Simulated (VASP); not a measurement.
# Zn (Pm-3m) in VASP: notebook, part 3 of 3

VASP 6.6.1.

## 5. Single point, PBE

This run uses another cell than the first one, of 17.88 Å³/atom.

The input, INCAR:

```
SYSTEM = Zn
ALGO     = Fast           ! electronic algorithm
EDIFF    = 1E-6           ! SCF threshold, eV
ENCUT    = 520            ! plane-wave cutoff, eV
GGA      = PE             ! functional
ISIF     = 2              ! what is computed and relaxed
ISMEAR   = 0              ! smearing method
LASPH    = .TRUE.         ! aspherical terms in the spheres
LCHARG   = .FALSE.        ! write CHGCAR
LREAL    = .FALSE.        ! projectors in reciprocal space
LWAVE    = .FALSE.        ! write WAVECAR
NBANDS   = 25             ! bands
NELM     = 80             ! most SCF steps
PREC     = Accurate       ! precision mode
SIGMA    = 0.1            ! smearing width, eV
```

The input, KPOINTS:

```
k-points
0
G
  12 12 12
  0 0 0
```

The input, POSCAR:

```
Zn
1.0
    3.7711256791      0.0000000000      0.0000000000
    0.0000000000      3.7711256791      0.0000000000
    0.0000000000      0.0000000000      3.7711256791
Zn
3
Direct
    0.0000000000      0.5000000000      0.5000000000
    0.5000000000      0.0000000000      0.5000000000
    0.5000000000      0.5000000000      0.0000000000
```

Potentials or basis: VASP PAW PBE potentials, release 64 (Zn).

Started as:

```console
$ cat potpaw_PBE.64/Zn/POTCAR > POTCAR
$ mpirun -np 1 vasp_std > vasp.out
```

OUTCAR:

```text
SYSTEM = Zn
   EDIFF = 1E-6
   ENCUT = 520
   GGA = PE
   ISIF = 2
   ISMEAR = 0
   LASPH = .TRUE.
   LREAL = .FALSE.
   NELM = 80
   PREC = Accurate

 ion  position               nearest neighbor table
   1  0.000  0.500  0.500-   2 2.67   3 2.67   3 2.67   2 2.67   2 2.67   3 2.67   3 2.67   2 2.67

   2  0.500  0.000  0.500-   1 2.67   3 2.67   3 2.67   1 2.67   3 2.67   3 2.67   1 2.67   1 2.67

   3  0.500  0.500  0.000-   1 2.67   2 2.67   1 2.67   2 2.67   2 2.67   2 2.67   1 2.67   1 2.67

  LATTYP: Found a simple cubic cell.
 ALAT       =     3.7711256791

  Lattice vectors:

 A1 = (   3.7711256791,   0.0000000000,   0.0000000000)
 A2 = (   0.0000000000,   3.7711256791,   0.0000000000)
 A3 = (   0.0000000000,   0.0000000000,   3.7711256791)

Analysis of symmetry for initial positions (statically):
=====================================================================
 Subroutine PRICEL returns:
 Original cell was already a primitive cell.

 Routine SETGRP: Setting up the symmetry group for a
 simple cubic supercell.

 Subroutine GETGRP returns: Found 48 space group operations
 (whereof 48 operations were pure point group operations)
 out of a pool of 48 trial point group operations.

The static configuration has the point symmetry O_h .

Analysis of symmetry for dynamics (positions and initial velocities):
=====================================================================
 Subroutine PRICEL returns:
 Original cell was already a primitive cell.

 Routine SETGRP: Setting up the symmetry group for a
 simple cubic supercell.

 Subroutine GETGRP returns: Found 48 space group operations
 (whereof 48 operations were pure point group operations)
 out of a pool of 48 trial point group operations.

The dynamic configuration has the point symmetry O_h .

 Subroutine INISYM returns: Found 48 space group operations
 (whereof 48 operations are pure point group operations),
 and found     1 'primitive' translations

[... 113 lines left out ...]
   IALGO  =     68    algorithm
   IMIX   =      4    mixing-type and parameters
     AMIX     =   0.40;   BMIX     =  1.00
     AMIX_MAG =   1.60;   BMIX_MAG =  1.00
  volume/ion in A,a.u.               =      17.88       120.64
  Fermi-wavevector in a.u.,A,eV,Ry     =   1.433413  2.708758 27.955519  2.054673
  Thomas-Fermi vector in A             =   2.552934
   LORBIT       =      0    0 simple, 1 ext, 2 COOP (PROOUT), +10 PAW based schemes
   GGA     = PE    functional components
   LHFCALC =     F    Hartree Fock is set to
   AEXX    =    0.0000 exact exchange contribution
   IVDW    =     0    specifies the selected vdW correction
   LEPSILON=     F    determine dielectric tensor
   LRPA    =     F    only Hartree local field effects (RPA)
 non-spin polarized calculation
 RMM-DIIS sequential band-by-band and
 Gauss-broadening in eV      SIGMA  =   0.10
  energy-cutoff  :      520.00
  volume of cell :       53.63
 maximum number of plane-waves:      1472
   NGX = 15   NGY = 15   NGZ = 15

 number of electron      36.0000072 magnetization

 Free energy of the ion-electron system (eV)
  ---------------------------------------------------
  ext. energy  EPLUGINS =         0.00000000
  ---------------------------------------------------
  free energy    TOTEN  =        -2.84645059 eV

  energy without entropy =       -2.84115628  energy(sigma->0) =       -2.84380343

 E-fermi :   1.8604     XC(G=0): -10.5840

 val. band max:        1.8273249230   @ k =   0.3333   0.1667   0.0833
 cond. band min:       1.8671295430   @ k =   0.5000   0.3333   0.0833
 fundamental gap:      0.0398046199
 Fermi energy:         1.8603910365

 k-point     1 :       0.0000    0.0000    0.0000
  band No.  band energies     occupation
      1      -7.6708      2.00000
      2      -6.1625      2.00000
      3      -6.1464      2.00000
      4      -6.1464      2.00000
      5      -6.1464      2.00000
      6      -5.9250      2.00000
[... 661 lines left out ...]
     24      10.4288      0.00000
     25      11.3867      0.00000

 [... further k-points ...]

------------------------ aborting loop because EDIFF is reached ----------------------------------------

  FORCE on cell =-STRESS in cart. coord.  units (eV):
  Direction    XX          YY          ZZ          XY          YZ          ZX
  --------------------------------------------------------------------------------------
  -------------------------------------------------------------------------------------
  Total        0.0821927      0.0821927      0.0821927      0.0000000     -0.0000000      0.0000000
  in kB        2.4554485      2.4554485      2.4554485      0.0000000     -0.0000000      0.0000000
  external PRESSURE =       2.4554485 kB  Pullay stress =       0.0000000 kB

 VOLUME and BASIS-vectors are now :
 -----------------------------------------------------------------------------
  energy-cutoff  :      520.00
  volume of cell :       53.63
      direct lattice vectors                 reciprocal lattice vectors
     3.771125679  0.000000000  0.000000000     0.265172812  0.000000000  0.000000000
     0.000000000  3.771125679  0.000000000     0.000000000  0.265172812  0.000000000
     0.000000000  0.000000000  3.771125679     0.000000000  0.000000000  0.265172812

 POSITION                                       TOTAL-FORCE (eV/Angst)
 -----------------------------------------------------------------------------------
      0.00000      1.88556      1.88556         0.000000      0.000000      0.000000
      1.88556      0.00000      1.88556         0.000000      0.000000      0.000000
      1.88556      1.88556      0.00000         0.000000      0.000000      0.000000
 -----------------------------------------------------------------------------------
    total drift:                                0.000000      0.000000      0.000000

  FREE ENERGIE OF THE ION-ELECTRON SYSTEM (eV)
  ---------------------------------------------------
  free  energy   TOTEN  =        -2.8464505906 eV

  energy  without entropy=       -2.8411562774  energy(sigma->0) =       -2.84380343
```

OSZICAR:

```text
N       E                     dE             d eps       ncg     rms          rms(c)
DAV:   1     0.198308704359E+03    0.19831E+03   -0.18080E+04  4248   0.218E+03
DAV:   2     0.774260962900E+01   -0.19057E+03   -0.18538E+03  4208   0.356E+02
DAV:   3    -0.302104834623E+01   -0.10764E+02   -0.10693E+02  4801   0.958E+01
DAV:   4    -0.312067291650E+01   -0.99625E-01   -0.99584E-01  4766   0.991E+00
DAV:   5    -0.312082812079E+01   -0.15520E-03   -0.15520E-03  4917   0.341E-01    0.415E+00
RMM:   6    -0.286475216995E+01    0.25608E+00   -0.11796E+00  4585   0.118E+01    0.321E+00
RMM:   7    -0.285273459329E+01    0.12018E-01   -0.36093E-02  4772   0.241E+00    0.158E+00
RMM:   8    -0.284641270490E+01    0.63219E-02   -0.95735E-03  4597   0.686E-01    0.993E-02
RMM:   9    -0.284648351866E+01   -0.70814E-04   -0.18814E-03  4868   0.557E-01    0.103E-01
RMM:  10    -0.284644684452E+01    0.36674E-04   -0.31695E-04  4811   0.167E-01    0.102E-02
RMM:  11    -0.284645081085E+01   -0.39663E-05   -0.28293E-05  4840   0.568E-02    0.100E-02
RMM:  12    -0.284645058101E+01    0.22984E-06   -0.12173E-05  4762   0.360E-02    0.563E-03
RMM:  13    -0.284645059061E+01   -0.96024E-08   -0.14769E-06  2817   0.147E-02
   1 F= -.28464506E+01 E0= -.28438034E+01  d E =-.529431E-02
```

stdout:

```text
POSCAR found type information on POSCAR Zn
 POSCAR found :  1 types and       3 ions
 scaLAPACK will be used
 LDA part: xc-table for (Slater+PW92), standard interpolation
 POSCAR, INCAR and KPOINTS ok, starting setup
 FFT: planning ... GRIDC
 FFT: planning ... GRID_SOFT
 FFT: planning ... GRID
 WAVECAR not read
 entering main loop
```

Run time: 2.1 min. Hardware: 1 thread of Intel Xeon 8259CL, shared host; peak memory 0.21 GiB.

What came out:

| Item | Value |
| --- | --- |
| Free energy | -2.8465 eV |
| Pressure | 0.2 GPa |
| Band gap on the k mesh | zero (bands 18 and 19 overlap by 4.66 eV) |

## 6. Relaxation of cell and atoms, PBE

This run uses another cell than the first one, of 18.10 Å³/atom.

The input, INCAR:

```
SYSTEM = Zn
ALGO     = Fast           ! electronic algorithm
EDIFF    = 1E-6           ! SCF threshold, eV
EDIFFG   = -0.01          ! ionic threshold
ENCUT    = 600            ! plane-wave cutoff, eV
GGA      = PE             ! functional
IBRION   = 2              ! ionic algorithm
ISIF     = 3              ! what is computed and relaxed
ISMEAR   = 0              ! smearing method
LASPH    = .True.         ! aspherical terms in the spheres
LCHARG   = .False.        ! write CHGCAR
LREAL    = .False.        ! projectors in reciprocal space
LWAVE    = .False.        ! write WAVECAR
NELM     = 60             ! most SCF steps
NSW      = 100            ! ionic steps
PREC     = Accurate       ! precision mode
SIGMA    = 0.1            ! smearing width, eV
```

The input, KPOINTS:

```
k-points
0
Gamma
  12 12 12
  0 0 0
```

The input, POSCAR:

```
Zn
1.0
    3.7870932189      0.0000000000      0.0000000000
    0.0000000000      3.7870932189      0.0000000000
    0.0000000000      0.0000000000      3.7870932189
Zn
3
Direct
    0.0000000000      0.5000000000      0.5000000000
    0.5000000000      0.0000000000      0.5000000000
    0.5000000000      0.5000000000      0.0000000000
```

Potentials or basis: VASP PAW PBE potentials, release 64 (Zn).

Started as:

```console
$ cat potpaw_PBE.64/Zn/POTCAR > POTCAR
$ mpirun -np 1 vasp_std > vasp.out
```

It took 6 min on 1 thread of Intel Xeon 8259CL, shared host; peak memory 0.24 GiB.

It converged, with:

- Free energy: -2.8462 eV
- Relaxed volume: 17.94 Å³/atom
- Relaxed cell: a = 3.776 Å, b = 3.776 Å, c = 3.776 Å, α = 90.00°, β = 90.00°, γ = 90.00°
- Space group after relaxing (to 0.1 Å): Pm-3m (No. 221)
- Energy gained by relaxing: 0.2 meV/atom
- Ionic steps: 4
- Pressure after relaxing: 0.0 GPa

Step by step:
```
step  energy change (eV)  largest force (eV/Å)  pressure (GPa)  volume (Å³)
   1              0.0000                0.0000           -0.45        54.31
   2             -0.0006                0.0000           -0.14        53.92
   3             -0.0006                0.0000            0.16        53.74
   4             -0.0006                0.0000           -0.01        53.83
```

Final structure:
```
Zn
1.0
     3.77588    0.00000    0.00000
     0.00000    3.77588    0.00000
     0.00000    0.00000    3.77588
Zn
3
Direct
  0.00000 0.50000 0.50000
  0.50000 0.00000 0.50000
  0.50000 0.50000 0.00000
```

Levels at points of the mesh, in eV from the Fermi level:
| k point | band 16 | band 17 | band 18 | band 19 | band 20 | band 21 |
| --- | --- | --- | --- | --- | --- | --- |
| (0.00, 0.00, 0.00) | -6.63 | 0.77 | 0.77 | 0.77 | 3.07 | 3.07 |
| (0.50, 0.00, 0.00) | -6.43 | -5.67 | 3.07 | 3.07 | 4.83 | 5.48 |
| (0.50, 0.50, 0.00) | -4.79 | -3.21 | -3.21 | -1.57 | 6.11 | 6.56 |
| (0.50, 0.50, 0.50) | -2.93 | -0.63 | -0.63 | -0.63 | -0.62 | -0.62 |

Caveat: the highest band is partly filled, so the run has too few bands.

## 7. Overview

| task | cell | k mesh | cutoff (eV) | gap on the mesh (eV) | pressure (GPa) | relaxed volume (Å³/atom) |
| --- | --- | --- | --- | --- | --- | --- |
| single point | a = 3.733 Å, 3 atoms | 6 × 6 × 6 | 520 | none | 2.7 | - |
| single point | a = 3.787 Å, 3 atoms | 6 × 6 × 6 | 520 | none | 0.4 | - |
| relaxation of cell and atoms | relaxed from a = 3.733 Å, 3 atoms | 6 × 6 × 6 | 600 | - | -0.2 | 18.29 |
| single point | a = 3.771 Å, 3 atoms | 12 × 12 × 12 | 520 | none | 0.2 | - |
| relaxation of cell and atoms | relaxed from a = 3.787 Å, 3 atoms | 12 × 12 × 12 | 600 | - | 0.0 | 17.94 |

Alike in all rows: level PBE; potentials or basis VASP PAW PBE potentials, release 64 (Zn); no spin polarisation; smearing gaussian 0.1 eV.

Caveats: the highest band is partly filled, so the run has too few bands (at least some runs).

Absolute energies hang on the potentials; compare differences alone.
